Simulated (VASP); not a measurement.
# Zr (Im-3m) in VASP: notebook

Zr is run at these levels: PBE; tasks: single point.

All numbers are computed with VASP 6.6.1; they aren't measurements. Logs are shortened: lines on timing, memory, paths and dates and some standing lists are left out, and cuts for length are marked.

### Step 1. The cell of the first run

Symmetry: Im-3m, No. 229, cubic system. The conventional cell has a = 3.596 Å, b = 3.596 Å, c = 3.596 Å, α = 90.00°, β = 90.00°, γ = 90.00°. Zr (site symmetry m-3m) has 14 Zr at 3.11 to 3.60 Å within 4.1 Å.

### Step 2. Single point, PBE (volume scaled by 0.98)

File INCAR:

```
SYSTEM = Zr
  PREC = Accurate
  ENCUT = 520
  EDIFF = 1E-6
  ISMEAR = -1
  SIGMA = 0.05
  LREAL = .FALSE.
  LASPH = .TRUE.
  NELM = 60
  ALGO = Normal
  ISIF = 2
  LWAVE = .FALSE.
  LCHARG = .FALSE.
  GGA = PE
  NBANDS = 12
```

File KPOINTS:

```
Automatic mesh
0
G
  10 10 10
  0 0 0
```

File POSCAR:

```
Zr
1.0
   -1.7978519830      1.7978519830      1.7978519830
    1.7978519830     -1.7978519830      1.7978519830
    1.7978519830      1.7978519830     -1.7978519830
Zr
1
Direct
    0.0000000000      0.0000000000      0.0000000000
```

Potentials or basis: VASP PAW PBE potentials, release 64 (Zr_sv).

Launch:

```
> cat potpaw_PBE.64/Zr_sv/POTCAR > POTCAR
> mpirun -np 1 vasp_std > vasp.out
```

OUTCAR:

```text
SYSTEM = Zr
   PREC = Accurate
   ENCUT = 520
   EDIFF = 1E-6
   ISMEAR = -1
   LREAL = .FALSE.
   LASPH = .TRUE.
   NELM = 60
   ISIF = 2
   GGA = PE

 ion  position               nearest neighbor table
   1  0.000  0.000  0.000-

  LATTYP: Found a body centered cubic cell.
 ALAT       =     3.5957039660

  Lattice vectors:

 A1 = (  -1.7978519830,   1.7978519830,   1.7978519830)
 A2 = (   1.7978519830,  -1.7978519830,   1.7978519830)
 A3 = (   1.7978519830,   1.7978519830,  -1.7978519830)

Analysis of symmetry for initial positions (statically):
=====================================================================
 Subroutine PRICEL returns:
 Original cell was already a primitive cell.

 Routine SETGRP: Setting up the symmetry group for a
 body centered cubic supercell.

 Subroutine GETGRP returns: Found 48 space group operations
 (whereof 48 operations were pure point group operations)
 out of a pool of 48 trial point group operations.

The static configuration has the point symmetry O_h .

Analysis of symmetry for dynamics (positions and initial velocities):
=====================================================================
 Subroutine PRICEL returns:
 Original cell was already a primitive cell.

 Routine SETGRP: Setting up the symmetry group for a
 body centered cubic supercell.

 Subroutine GETGRP returns: Found 48 space group operations
 (whereof 48 operations were pure point group operations)
 out of a pool of 48 trial point group operations.

The dynamic configuration has the point symmetry O_h .

 Subroutine INISYM returns: Found 48 space group operations
 (whereof 48 operations are pure point group operations),
 and found     1 'primitive' translations

----------------------------------------------------------------------------------------

                                     Primitive cell

  volume of cell :      23.2446

  direct lattice vectors                    reciprocal lattice vectors
    -1.797851983  1.797851983  1.797851983     0.000000000  0.278109658  0.278109658
     1.797851983 -1.797851983  1.797851983     0.278109658  0.000000000  0.278109658
     1.797851983  1.797851983 -1.797851983     0.278109658  0.278109658  0.000000000

  length of vectors
     3.113970979  3.113970979  3.113970979     0.393306450  0.393306450  0.393306450

  position of ions in fractional coordinates (direct lattice)
     0.000000000  0.000000000  0.000000000

  ion indices of the primitive-cell ions
   primitive index   ion index
                 1           1

----------------------------------------------------------------------------------------

 KPOINTS: Automatic mesh

Automatic generation of k-mesh.
 Grid dimensions read from file:
 generate k-points for:   10   10   10

 Generating k-lattice:

  Cartesian coordinates                     Fractional coordinates (reciprocal lattice)
     0.000000000  0.027810966  0.027810966     0.100000000  0.000000000  0.000000000
     0.027810966  0.000000000  0.027810966     0.000000000  0.100000000  0.000000000
     0.027810966  0.027810966  0.000000000     0.000000000  0.000000000  0.100000000

  Length of vectors
     0.039330645  0.039330645  0.039330645

  Shift w.r.t. Gamma in fractional coordinates (k-lattice)
     0.000000000  0.000000000  0.000000000

 Subroutine IBZKPT returns following result:
 ===========================================

 Found     47 irreducible k-points:

 Following reciprocal coordinates:
            Coordinates               Weight
  0.000000  0.000000  0.000000      1.000000
  0.100000  0.000000  0.000000     12.000000
  0.200000  0.000000  0.000000     12.000000
  0.300000  0.000000  0.000000     12.000000
  0.400000  0.000000  0.000000     12.000000
  0.500000  0.000000  0.000000      6.000000
[... 16 lines left out ...]
  0.300000  0.300000  0.100000      8.000000
 -0.300000  0.300000  0.100000     24.000000
 [... further k-points ...]
   k-points           NKPTS =     47   k-points in BZ     NKDIM =     47   number of bands    NBANDS=     12
   number of dos      NEDOS =    301   number of ions     NIONS =      1
   total plane-waves  NPLWV =  13824
   dimension x,y,z NGX =    24 NGY =   24 NGZ =   24
   dimension x,y,z NGXF=    48 NGYF=   48 NGZF=   48
   ions per type =               1
   NGX,Y,Z   is equivalent  to a cutoff of  12.81, 12.81, 12.81 a.u.
   NGXF,Y,Z  is equivalent  to a cutoff of  25.63, 25.63, 25.63 a.u.
 SYSTEM =  Zr
   PREC   = accura    normal or accurate (medium, high low for compatibility)
   ISTART =      0    job   : 0-new  1-cont  2-samecut
   ICHARG =      2    charge: 1-file 2-atom 10-const
   ISPIN  =      1    spin polarized calculation?
   LNONCOLLINEAR =      F non collinear calculations
   LSORBIT =      F    spin-orbit coupling
   LASPH  =      T    aspherical Exc in radial PAW
   ENCUT  =  520.0 eV  38.22 Ry    6.18 a.u.   5.79  5.79  5.79*2*pi/ulx,y,z
   NELM   =     60;   NELMIN=  2; NELMDL= -5     # of ELM steps
   EDIFF  = 0.1E-05   stopping-criterion for ELM
   LREAL  =      F    real-space projection
   EDIFFG = 0.1E-04   stopping-criterion for IOM
   NSW    =      0    number of steps for IOM
   IBRION =     -1    ionic relax: 0-MD 1-quasi-New 2-CG
   NFREE  =      0    steps in history (QN), initial steepest desc. (CG)
   ISIF   =      2    stress and relaxation
   ISYM   =      2    0-nonsym 1-usesym 2-fastsym
   POTIM  = 0.5000    time-step for ionic-motion
   TEBEG  =    0.0;   TEEND  =   0.0 temperature during run
   PSTRESS=    0.0 pullay stress
   NELECT =      12.0000    total number of electrons
   NUPDOWN=      -1.0000    fix difference up-down
   EMIN   =  10.00;   EMAX   =-10.00  energy-range for DOS
   EFERMI =   0.00;   METHOD = LEGACY
   ISMEAR =    -1;   SIGMA  =   0.05  broadening in eV -4-tet -1-fermi 0-gaus
   EFERMI_NEDOS =   21; number of points for ismear=-14 and -15
   IALGO  =     38    algorithm
   IMIX   =      4    mixing-type and parameters
     AMIX     =   0.40;   BMIX     =  1.00
     AMIX_MAG =   1.60;   BMIX_MAG =  1.00
  volume/ion in A,a.u.               =      23.24       156.86
  Fermi-wavevector in a.u.,A,eV,Ry     =   1.313292  2.481762 23.466458  1.724736
  Thomas-Fermi vector in A             =   2.443625
   LORBIT       =      0    0 simple, 1 ext, 2 COOP (PROOUT), +10 PAW based schemes
   GGA     = PE    functional components
   LHFCALC =     F    Hartree Fock is set to
   AEXX    =    0.0000 exact exchange contribution
   IVDW    =     0    specifies the selected vdW correction
   LEPSILON=     F    determine dielectric tensor
   LRPA    =     F    only Hartree local field effects (RPA)
 non-spin polarized calculation
  energy-cutoff  :      520.00
  volume of cell :       23.24
 maximum number of plane-waves:       642
   NGX = 11   NGY = 11   NGZ = 11

 number of electron      12.0000000 magnetization

 Free energy of the ion-electron system (eV)
  ---------------------------------------------------
  ext. energy  EPLUGINS =         0.00000000
  ---------------------------------------------------
  free energy    TOTEN  =        -8.44450883 eV

  energy without entropy =       -8.42870618  energy(sigma->0) =       -8.43660750

 E-fermi :   8.7752     XC(G=0): -11.0823

 val. band max:        8.7360517455   @ k =   0.2000   0.2000   0.0000
 cond. band min:       8.8133274974   @ k =   0.2000   0.1000  -0.0000
 fundamental gap:      0.0772757519
 Fermi energy:         8.7751772450

 k-point     1 :       0.0000    0.0000    0.0000
  band No.  band energies     occupation
      1     -39.7521      2.00000
      2     -17.2640      2.00000
      3     -17.2640      2.00000
      4     -17.2640      2.00000
      5       3.3587      2.00000
      6       9.8580      0.00000
      7       9.8580      0.00000
      8       9.8580      0.00000
      9      12.3320      0.00000
     10      12.3320      0.00000
     11      21.1224      0.00000
     12      21.1224      0.00000

 k-point     2 :       0.1000    0.0000    0.0000
  band No.  band energies     occupation
      1     -39.7377      2.00000
      2     -17.3629      2.00000
      3     -17.2942      2.00000
      4     -17.2647      2.00000
      5       3.6948      2.00000
      6       9.6380      0.00000
      7       9.7701      0.00000
      8      10.1860      0.00000
      9      12.0280      0.00000
     10      12.3322      0.00000
     11      21.3964      0.00000
     12      21.7292      0.00000

 k-point     3 :       0.2000    0.0000    0.0000
  band No.  band energies     occupation
      1     -39.7000      2.00000
      2     -17.6148      2.00000
      3     -17.3725      2.00000
      4     -17.2666      2.00000
      5       4.5787      2.00000
      6       9.1265      0.00177
      7       9.3788      0.00001
      8      11.1341      0.00000
      9      11.8031      0.00000
     10      12.3856      0.00000
     11      21.5901      0.00000
     12      22.8528      0.00000
[... 286 lines left out ...]
 k-point    23 :       0.3000    0.3000    0.1000
  band No.  band energies     occupation
      1     -39.5877      2.00000
      2     -17.8820      2.00000
      3     -17.8820      2.00000
      4     -17.4736      2.00000
      5       7.5171      2.00000
      6       8.4217      1.99830
      7       8.4217      1.99830
      8      12.9475      0.00000
      9      12.9475      0.00000
     10      16.6823      0.00000
     11      18.4850      0.00000
     12      18.4850      0.00000

 k-point    24 :      -0.3000    0.3000    0.1000
  band No.  band energies     occupation
      1     -39.6413      2.00000
      2     -17.8998      2.00000
      3     -17.5012      2.00000
      4     -17.3408      2.00000
      5       5.8352      2.00000
      6       8.9022      0.14622
      7       8.9152      0.11468
      8      11.2273      0.00000
      9      12.4639      0.00000
     10      13.0921      0.00000
     11      20.5940      0.00000
     12      22.2966      0.00000

 [... further k-points ...]
[... 5 lines left out ...]
  --------------------------------------------------------------------------------------
  -------------------------------------------------------------------------------------
  Total       -0.2626132     -0.2626132     -0.2626132      0.0000000      0.0000000      0.0000000
  in kB      -18.1011175    -18.1011175    -18.1011175      0.0000000      0.0000000      0.0000000
  external PRESSURE =     -18.1011175 kB  Pullay stress =       0.0000000 kB

 VOLUME and BASIS-vectors are now :
 -----------------------------------------------------------------------------
  energy-cutoff  :      520.00
  volume of cell :       23.24
      direct lattice vectors                 reciprocal lattice vectors
    -1.797851983  1.797851983  1.797851983     0.000000000  0.278109658  0.278109658
     1.797851983 -1.797851983  1.797851983     0.278109658  0.000000000  0.278109658
     1.797851983  1.797851983 -1.797851983     0.278109658  0.278109658  0.000000000

 POSITION                                       TOTAL-FORCE (eV/Angst)
 -----------------------------------------------------------------------------------
      0.00000      0.00000      0.00000         0.000000      0.000000     -0.000000
 -----------------------------------------------------------------------------------
    total drift:                                0.000000      0.000000      0.000000

  FREE ENERGIE OF THE ION-ELECTRON SYSTEM (eV)
  ---------------------------------------------------
  free  energy   TOTEN  =        -8.4445088323 eV

  energy  without entropy=       -8.4287061774  energy(sigma->0) =       -8.43660750
```

Run time: 5.2 s. Hardware: 1 thread of Intel Xeon 6975P-C (Granite Rapids), shared host; peak memory 0.14 GiB.

What came out:

```
Free energy            : -8.4445 eV
Pressure               : -1.8 GPa
Band gap on the k mesh : zero (band 6 reaches 9.86 eV, above the bottom of band 7 at 8.07 eV)
```

Caveat: the cell differs from its parent crystal (volume scaled by 0.98).

### Step 3. Single point, PBE

This run uses another cell than the first one, of 23.72 Å³/atom, 1.020 times its volume.

File INCAR:

```
  ALGO = Normal
  EDIFF = 1E-6
  ENCUT = 520
  GGA = PE
  ISIF = 2
  ISMEAR = -1
  LASPH = True
  LCHARG = True
  LELF = True
  LREAL = False
  LVHAR = True
  LWAVE = False
  NBANDS = 12
  NELM = 100
  PREC = Accurate
  SIGMA = 0.05
```

File KPOINTS:

```
k-points
0
Gamma
  10 10 10
```

File POSCAR:

```
Zr
1.0
   -1.8100000000      1.8100000000      1.8100000000
    1.8100000000     -1.8100000000      1.8100000000
    1.8100000000      1.8100000000     -1.8100000000
Zr
1
Direct
    0.0000000000      0.0000000000      0.0000000000
```

Potentials or basis: VASP PAW PBE potentials, release 64 (Zr_sv).

Launch:

```
> cat potpaw_PBE.64/Zr_sv/POTCAR > POTCAR
> mpirun -np 1 vasp_std > vasp.out
```

It took 6.1 s on 1 thread of Intel Xeon 6975P-C (Granite Rapids), shared host; peak memory 0.14 GiB.

The run converged. Its results:

| Item | Value |
| --- | --- |
| Free energy | -8.4370 eV |
| Pressure | -3.3 GPa |
| Band gap on the k mesh | zero (band 6 reaches 9.62 eV, above the bottom of band 7 at 7.83 eV) |

Levels at points of the mesh, in eV from the Fermi level:
```csv
k point,band 4,band 5,band 6,band 7,band 8,band 9
"(0.00, 0.00, 0.00)",-26.11,-5.38,1.07,1.07,1.07,3.49
"(0.50, 0.00, 0.00)",-26.12,-2.77,-0.67,1.47,3.47,4.13
"(0.50, 0.50, 0.50)",-26.74,-2.50,-2.50,5.47,5.47,5.47
```

### Step 4. Single point, PBE (volume scaled by 1.02)

File INCAR:

```
PREC = Accurate
ENCUT = 520
EDIFF = 1E-6
ISMEAR = -1
SIGMA = 0.05
LREAL = False
LASPH = True
NELM = 100
ALGO = Normal
ISIF = 2
LWAVE = False
LCHARG = False
GGA = PE
NBANDS = 12
```

File KPOINTS:

```
regular mesh
0
Gamma
  10 10 10
```

File POSCAR:

```
Zr
1.0
   -1.8219871043      1.8219871043      1.8219871043
    1.8219871043     -1.8219871043      1.8219871043
    1.8219871043      1.8219871043     -1.8219871043
Zr
1
Direct
    0.0000000000      0.0000000000      0.0000000000
```

Launch:

```
> cat potpaw_PBE.64/Zr_sv/POTCAR > POTCAR
> mpirun -np 1 vasp_std > vasp.out
```

It took 5.6 s on 1 thread of Intel Xeon 6975P-C (Granite Rapids), shared host; peak memory 0.13 GiB.

It converged, with:

- Free energy: -8.4252 eV
- Pressure: -4.8 GPa
- Band gap on the k mesh: zero (band 6 reaches 9.40 eV, above the bottom of band 7 at 7.60 eV)

Levels at points of the mesh, in eV from the Fermi level:
```tsv
k point	band 4	band 5	band 6	band 7	band 8	band 9
(0.00, 0.00, 0.00)	-26.18	-5.34	1.06	1.06	1.06	3.43
(0.50, 0.00, 0.00)	-26.18	-2.71	-0.64	1.40	3.40	4.04
(0.50, 0.50, 0.50)	-26.77	-2.41	-2.41	5.35	5.35	5.35
```

Caveat: the cell differs from its parent crystal (volume scaled by 1.02).

### Step 5. Single point, PBE (volume scaled by 1.04)

File INCAR:

```
SYSTEM = Zr
PREC = Accurate ; ENCUT = 520
EDIFF = 1E-6 ; ISMEAR = -1
SIGMA = 0.05 ; LREAL = .FALSE.
LASPH = .TRUE. ; NELM = 80
ALGO = Normal ; ISIF = 2
LWAVE = .FALSE. ; LCHARG = .FALSE.
GGA = PE ; NBANDS = 12
```

File KPOINTS:

```
regular mesh
0
G
  10 10 10
  0 0 0
```

File POSCAR:

```
Zr
1.0
   -1.8338185209      1.8338185209      1.8338185209
    1.8338185209     -1.8338185209      1.8338185209
    1.8338185209      1.8338185209     -1.8338185209
Zr
1
Direct
    0.0000000000      0.0000000000      0.0000000000
```

Launch:

```
> cat potpaw_PBE.64/Zr_sv/POTCAR > POTCAR
> mpirun -np 1 vasp_std > vasp.out
```

Wall time 5.2 s (1 thread of Intel Xeon 6975P-C (Granite Rapids), shared host); peak memory 0.14 GiB.

The run converged. Its results:

```
Free energy            : -8.4093 eV
Pressure               : -6.1 GPa
Band gap on the k mesh : zero (band 6 reaches 9.18 eV, above the bottom of band 7 at 7.41 eV)
```

Levels at points of the mesh, in eV from the Fermi level:
| k point | band 2 | band 3 | band 4 | band 5 | band 6 | band 7 | band 8 | band 9 | band 10 | band 11 |
| --- | --- | --- | --- | --- | --- | --- | --- | --- | --- | --- |
| (0.00, 0.00, 0.00) | -26.24 | -26.24 | -26.24 | -5.30 | 1.05 | 1.05 | 1.05 | 3.37 | 3.37 | 12.16 |
| (0.50, 0.00, 0.00) | -27.04 | -26.50 | -26.25 | -2.65 | -0.60 | 1.34 | 3.33 | 3.96 | 5.84 | 9.48 |
| (0.50, 0.50, 0.50) | -26.80 | -26.80 | -26.80 | -2.34 | -2.34 | 5.23 | 5.23 | 5.23 | 6.95 | 6.95 |

Caveat: the cell differs from its parent crystal (volume scaled by 1.04).

### Step 6. Single point, PBE (volume scaled by 1.06)

File INCAR:

```
PREC = Accurate
ENCUT = 520
EDIFF = 1E-6
ISMEAR = -1
SIGMA = 0.05
LREAL = False
LASPH = True
NELM = 60
ALGO = Normal
ISIF = 2
LWAVE = False
LCHARG = False
GGA = PE
NBANDS = 12
```

File KPOINTS:

```
Automatic mesh
0
Gamma
  10 10 10
```

File POSCAR:

```
Zr
1.0
   -1.8454992086      1.8454992086      1.8454992086
    1.8454992086     -1.8454992086      1.8454992086
    1.8454992086      1.8454992086     -1.8454992086
Zr
1
Direct
    0.0000000000      0.0000000000      0.0000000000
```

Potentials or basis: VASP PAW PBE potentials, release 64 (Zr_sv).

Launch:

```
> cat potpaw_PBE.64/Zr_sv/POTCAR > POTCAR
> mpirun -np 1 vasp_std > vasp.out
```

It took 5.1 s on 1 thread of Intel Xeon 6975P-C (Granite Rapids), shared host; peak memory 0.14 GiB.

Results (log left out):

```yaml
Free_energy: -8.3896 eV
Pressure: -7.3 GPa
Band_gap_on_the_k_mesh: zero (band 6 reaches 8.97 eV, above the bottom of band 7 at 7.23 eV)
```

Levels at points of the mesh, in eV from the Fermi level:
| k point | band 2 | band 3 | band 4 | band 5 | band 6 | band 7 | band 8 | band 9 | band 10 | band 11 |
| --- | --- | --- | --- | --- | --- | --- | --- | --- | --- | --- |
| (0.00, 0.00, 0.00) | -26.30 | -26.30 | -26.30 | -5.26 | 1.05 | 1.05 | 1.05 | 3.31 | 3.31 | 12.10 |
| (0.50, 0.00, 0.00) | -27.05 | -26.54 | -26.31 | -2.60 | -0.57 | 1.28 | 3.27 | 3.88 | 5.71 | 9.24 |
| (0.50, 0.50, 0.50) | -26.83 | -26.83 | -26.83 | -2.26 | -2.26 | 5.12 | 5.12 | 5.12 | 6.82 | 6.82 |

Caveat: the cell differs from its parent crystal (volume scaled by 1.06).

### Step 7. Summary

| cell | gap on the mesh (eV) | pressure (GPa) |
| --- | --- | --- |
| a = 3.114 Å, angles 109.5°, 1 atom | none | -1.8 |
| a = 3.135 Å, angles 109.5°, 1 atom | none | -3.3 |
| a = 3.156 Å, angles 109.5°, 1 atom | none | -4.8 |
| a = 3.176 Å, angles 109.5°, 1 atom | none | -6.1 |
| a = 3.196 Å, angles 109.5°, 1 atom | none | -7.3 |

Alike in all rows: task single point; level PBE; potentials or basis VASP PAW PBE potentials, release 64 (Zr_sv); no spin polarisation; k mesh 10 × 10 × 10; cutoff (eV) 520; smearing fermi-dirac 0.05 eV.

Absolute energies hang on the potentials; compare differences alone.
